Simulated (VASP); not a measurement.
# Ge (Fd-3m) in VASP: notebook

Ge is run at these levels: RPBE+D4, B3LYP5; tasks: single point.

Program: VASP 6.6.1. These are calculated values, not measurements. Logs are shortened: lines on timing, memory, paths and dates and some standing lists are left out, and cuts for length are marked.

## (1) The cell of the first run

The structure is cubic, space group Fd-3m (No. 227). The conventional cell has a = 5.658 Å, b = 5.658 Å, c = 5.658 Å, α = 90.00°, β = 90.00°, γ = 90.00°. Ge (site symmetry -43m) has 4 Ge at 2.45 Å within 3.2 Å.

## (2) Single point, RPBE+D4, collinear spin, zero start

The input, INCAR:

```
PREC = Accurate ; ENCUT = 500
EDIFF = 1E-6 ; ISMEAR = 0
SIGMA = 0.05 ; LREAL = False
LASPH = True ; NELM = 200
ALGO = Normal ; ISIF = 2
LWAVE = False ; LCHARG = False
ISPIN = 2 ; MAGMOM = 0 0
LORBIT = 11 ; NUPDOWN = 0.0
GGA = RP ; IVDW = 13
NBANDS = 25 ; ISYM = 0
GGA_COMPAT = False
```

The input, KPOINTS:

```
regular mesh
0
Gamma
  8 8 8
```

The input, POSCAR:

```
Ge
1.0
    0.0000000000      2.8289100000      2.8289100000
    2.8289100000      0.0000000000      2.8289100000
    2.8289100000      2.8289100000      0.0000000000
Ge
2
Direct
    0.7500000000      0.7500000000      0.7500000000
    0.5000000000      0.5000000000      0.5000000000
```

Potentials or basis: VASP PAW PBE potentials, release 64 (Ge_d).

On the command line:

```
cat potpaw_PBE.64/Ge_d/POTCAR > POTCAR
mpirun -np 1 vasp_std > vasp.out
```

OUTCAR:

```text
PREC = Accurate
   ENCUT = 500
   EDIFF = 1E-6
   ISMEAR = 0
   LREAL = False
   LASPH = True
   NELM = 200
   ISIF = 2
   ISPIN = 2
   LORBIT = 11
   NUPDOWN = 0.0
   GGA = RP
   IVDW = 13
   ISYM = 0

 ion  position               nearest neighbor table
   1  0.750  0.750  0.750-   2 2.45   2 2.45   2 2.45   2 2.45
   2  0.500  0.500  0.500-   1 2.45   1 2.45   1 2.45   1 2.45

IMPORTANT INFORMATION: All symmetrisations will be switched off!
NOSYMM: (Re-)initialisation of all symmetry stuff for point group C_1.

----------------------------------------------------------------------------------------

                                     Primitive cell

  volume of cell :      45.2780

  direct lattice vectors                    reciprocal lattice vectors
     0.000000000  2.828910000  2.828910000    -0.176746521  0.176746521  0.176746521
     2.828910000  0.000000000  2.828910000     0.176746521 -0.176746521  0.176746521
     2.828910000  2.828910000  0.000000000     0.176746521  0.176746521 -0.176746521

  length of vectors
     4.000682889  4.000682889  4.000682889     0.306133954  0.306133954  0.306133954

  position of ions in fractional coordinates (direct lattice)
     0.750000000  0.750000000  0.750000000
     0.500000000  0.500000000  0.500000000

  ion indices of the primitive-cell ions
   primitive index   ion index
                 1           1
                 2           2

----------------------------------------------------------------------------------------

 KPOINTS: regular mesh

Automatic generation of k-mesh.
 Grid dimensions read from file:
 generate k-points for:    8    8    8

 Generating k-lattice:

  Cartesian coordinates                     Fractional coordinates (reciprocal lattice)
    -0.022093315  0.022093315  0.022093315     0.125000000  0.000000000  0.000000000
     0.022093315 -0.022093315  0.022093315     0.000000000  0.125000000  0.000000000
     0.022093315  0.022093315 -0.022093315     0.000000000  0.000000000  0.125000000

  Length of vectors
     0.038266744  0.038266744  0.038266744

  Shift w.r.t. Gamma in fractional coordinates (k-lattice)
     0.000000000  0.000000000  0.000000000

 Subroutine IBZKPT returns following result:
 ===========================================

 Found    260 irreducible k-points:

 Following reciprocal coordinates:
            Coordinates               Weight
  0.000000  0.000000  0.000000      1.000000
[... 63 lines left out ...]
  volume/ion in A,a.u.               =      22.64       152.78
  Fermi-wavevector in a.u.,A,eV,Ry     =   1.394756  2.635708 26.468033  1.945346
  Thomas-Fermi vector in A             =   2.518275
   LORBIT       =     11    0 simple, 1 ext, 2 COOP (PROOUT), +10 PAW based schemes
   GGA     = RP    functional components
   LHFCALC =     F    Hartree Fock is set to
   AEXX    =    0.0000 exact exchange contribution
   IVDW    =    13    specifies the selected vdW correction
   LEPSILON=     F    determine dielectric tensor
   LRPA    =     F    only Hartree local field effects (RPA)
 spin polarized calculation
 Gauss-broadening in eV      SIGMA  =   0.05
  energy-cutoff  :      500.00
  volume of cell :       45.28
 maximum number of plane-waves:      1174
 NGX is ok and might be reduce to    30
   NGX = 15   NGY = 15   NGZ = 15

 number of electron      28.0000022 magnetization       0.0000000

 number of electron      28.0000022 magnetization      -0.0000000

 Free energy of the ion-electron system (eV)
  ---------------------------------------------------
  ext. energy  EPLUGINS =         0.00000000
  ---------------------------------------------------
  free energy    TOTEN  =        -8.29672284 eV

  energy without entropy =       -8.29670312  energy(sigma->0) =       -8.29671298

 E-fermi :   5.1862     XC(G=0):  -9.7487

 val. band max:        5.1033759484   @ k =   0.0000   0.0000   0.0000
 cond. band min:       5.2533300323   @ k =   0.0000   0.0000   0.0000
 fundamental gap:      0.1499540839
 Fermi energy:         5.1861805963

 spin component 1

 k-point     1 :       0.0000    0.0000    0.0000
  band No.  band energies     occupation
      1     -19.7378      1.00000
      2     -19.7378      1.00000
      3     -19.7378      1.00000
      4     -19.7020      1.00000
      5     -19.7020      1.00000
      6     -19.4924      1.00000
[... 661 lines left out ...]
     24      19.6609      0.00000
     25      23.2643      0.00000

 [... further k-points ...]

 spin component 2

 k-point     1 :       0.0000    0.0000    0.0000
  band No.  band energies     occupation
      1     -19.7378      1.00000
      2     -19.7378      1.00000
      3     -19.7378      1.00000
      4     -19.7020      1.00000
      5     -19.7020      1.00000
      6     -19.4924      1.00000
[... 661 lines left out ...]
     24      19.6609      0.00000
     25      23.2678      0.00000

 [... further k-points ...]

------------------------ aborting loop because EDIFF is reached ----------------------------------------

  DFT-D4 for vdW energy calculation

  Edisp (eV):   -1.21450

  FORCE on cell =-STRESS in cart. coord.  units (eV):
  Direction    XX          YY          ZZ          XY          YZ          ZX
  --------------------------------------------------------------------------------------
  -------------------------------------------------------------------------------------
  Total       0.08575     0.08575     0.08575     0.00004     0.00004     0.00004
  in kB       3.03441     3.03425     3.03435     0.00129     0.00143     0.00126
  external pressure =        3.03 kB  Pullay stress =        0.00 kB

 VOLUME and BASIS-vectors are now :
 -----------------------------------------------------------------------------
  energy-cutoff  :      500.00
  volume of cell :       45.28
      direct lattice vectors                 reciprocal lattice vectors
     0.000000000  2.828910000  2.828910000    -0.176746521  0.176746521  0.176746521
     2.828910000  0.000000000  2.828910000     0.176746521 -0.176746521  0.176746521
     2.828910000  2.828910000  0.000000000     0.176746521  0.176746521 -0.176746521

 POSITION                                       TOTAL-FORCE (eV/Angst)
 -----------------------------------------------------------------------------------
      4.24336      4.24336      4.24336         0.000002      0.000002     -0.000001
      2.82891      2.82891      2.82891        -0.000002     -0.000002      0.000001
 -----------------------------------------------------------------------------------
    total drift:                               -0.000001     -0.000001     -0.000000

  FREE ENERGIE OF THE ION-ELECTRON SYSTEM (eV)
  ---------------------------------------------------
  free  energy   TOTEN  =        -9.5112260574 eV

  energy  without entropy=       -9.5112063392  energy(sigma->0) =       -9.51121620

 total charge

# of ion       s       p       d       tot
------------------------------------------
    1        1.128   1.274  10.024  12.426
    2        1.128   1.274  10.024  12.426
--------------------------------------------------
tot          2.256   2.547  20.048  24.852

 magnetization (x)

# of ion       s       p       d       tot
------------------------------------------
    1        0.000   0.000   0.000   0.000
    2        0.000  -0.000  -0.000   0.000
--------------------------------------------------
tot          0.000  -0.000   0.000   0.000
```

It took 4.8 min on 1 thread of AMD EPYC 9R45 (Zen 5), shared host; peak memory 0.43 GiB.

Results:

- Free energy: -9.5112 eV
- Pressure: 0.3 GPa
- Net moment: 0.00 μB per cell
- Valence electrons inside the program's atomic spheres: Ge 12.43
- Dispersion energy per atom: -0.607 eV

Caveat: the PAW data sets were made with another functional, which shifts forces and pressure a little; the total moment is fixed, so each spin has its own Fermi level.

## (3) Single point, B3LYP5

This run uses another cell than the first one, of 23.09 Å³/atom.

The input, POSCAR:

```
Ge
1.0
    0.0000000000      2.8476450493      2.8476450493
    2.8476450493      0.0000000000      2.8476450493
    2.8476450493      2.8476450493      0.0000000000
Ge
2
Direct
    0.7500000000      0.7500000000      0.7500000000
    0.5000000000      0.5000000000      0.5000000000
```

The input, INCAR.step1:

```
  PREC = Accurate
  ENCUT = 520
  EDIFF = 1E-5
  ISMEAR = -1
  SIGMA = 0.05
  LREAL = F
  LASPH = T
  NELM = 80
  ALGO = Normal
  ISIF = 2
  LWAVE = T
  LCHARG = F
  NBANDS = 21
  GGA = PE
```

The input, INCAR.step2:

```
  PREC = Accurate
  ENCUT = 520
  EDIFF = 1E-6
  ISMEAR = -1
  SIGMA = 0.05
  LREAL = F
  LASPH = T
  NELM = 80
  ALGO = Normal
  ISIF = 2
  LWAVE = F
  LCHARG = F
  GGA = B5
  LHFCALC = T
  AEXX = 0.2
  AGGAX = 0.72
  AGGAC = 0.81
  ALDAC = 0.19
  PRECFOCK = Normal
  NBANDS = 21
  ISTART = 1
```

The input, KPOINTS:

```
Automatic mesh
0
Gamma
  4 4 4
```

Potentials or basis: VASP PAW PBE potentials, release 64 (Ge_d).

On the command line:

```
cat potpaw_PBE.64/Ge_d/POTCAR > POTCAR
cp INCAR.step1 INCAR
mpirun -np 1 vasp_std > vasp.out
cp INCAR.step2 INCAR
mpirun -np 1 vasp_std > vasp.out
```

It took 13 min on 1 thread of Intel Xeon Platinum 8259CL at 2.50GHz (Skylake/Cascade Lake), shared host; peak memory 0.17 GiB.

Results (log left out):

```yaml
Free_energy: -9.6516 eV
Pressure: 3.0 GPa
Band_gap_on_the_k_mesh: 0.91 eV
```

Levels at points of the mesh, in eV from the valence-band top:
| k point | band 11 | band 12 | band 13 | band 14 | band 15 | band 16 | band 17 | band 18 |
| --- | --- | --- | --- | --- | --- | --- | --- | --- |
| (0.00, 0.00, 0.00) | -13.68 | 0.00 | 0.00 | 0.00 | 0.91 | 3.71 | 3.71 | 3.71 |
| (0.50, 0.00, 0.00) | -11.48 | -8.09 | -1.47 | -1.47 | 1.21 | 4.99 | 4.99 | 8.59 |
| (0.50, 0.50, 0.00) | -9.54 | -9.54 | -3.21 | -3.21 | 1.92 | 1.92 | 10.91 | 10.91 |

Caveat: the k points lie up to 0.48 Å⁻¹ apart; the PAW data sets were made with another functional, which shifts forces and pressure a little. A k mesh can miss the band edges.
